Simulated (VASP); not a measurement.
**NbN: single point with PBE**

NbN:

```
Nb N
1.0
     0.00000    2.21170    2.21170
     2.21170    0.00000    2.21170
     2.21170    2.21170    0.00000
Nb N
1 1
Direct
  0.50000 0.50000 0.50000
  0.00000 0.00000 0.00000
```

```json
{
  "Program": "VASP 6.6.1",
  "Task": "single point",
  "Functional": "PBE",
  "Potentials or basis": "VASP PAW PBE potentials, release 64 (Nb_sv, N)",
  "Cutoff": "600 eV",
  "k mesh": "6 × 6 × 6",
  "Occupations": "gaussian, width 0.1 eV",
  "Spin": "no spin polarisation",
  "Dipole correction": "no",
  "Further INCAR settings": "ALGO = Normal; EDIFF = 1e-06; NBANDS = 16"
}
```

```
Pressure               : -0.6 GPa
Band gap on the k mesh : zero (band 9 reaches 15.09 eV, above the bottom of band 10 at 11.71 eV)
```

Levels at points of the mesh, in eV from the Fermi level:
```csv
k point,band 5,band 6,band 7,band 8,band 9,band 10,band 11,band 12,band 13,band 14
"(0.00, 0.00, 0.00)",-17.51,-3.30,-3.30,-3.30,-2.01,-2.01,-2.01,-0.19,-0.19,3.01
"(0.50, 0.00, 0.00)",-15.07,-9.03,-6.95,-6.95,1.38,1.38,1.88,4.42,6.57,6.57
"(0.50, 0.50, 0.00)",-16.79,-5.74,-4.97,-3.98,-3.98,1.50,2.65,2.65,3.82,9.25
```

Run time: 24 s on 1 thread of AMD EPYC 7R13, with other jobs on the host, peak memory 0.12 GiB.

Caveat: the k points lie up to 0.41 Å⁻¹ apart.
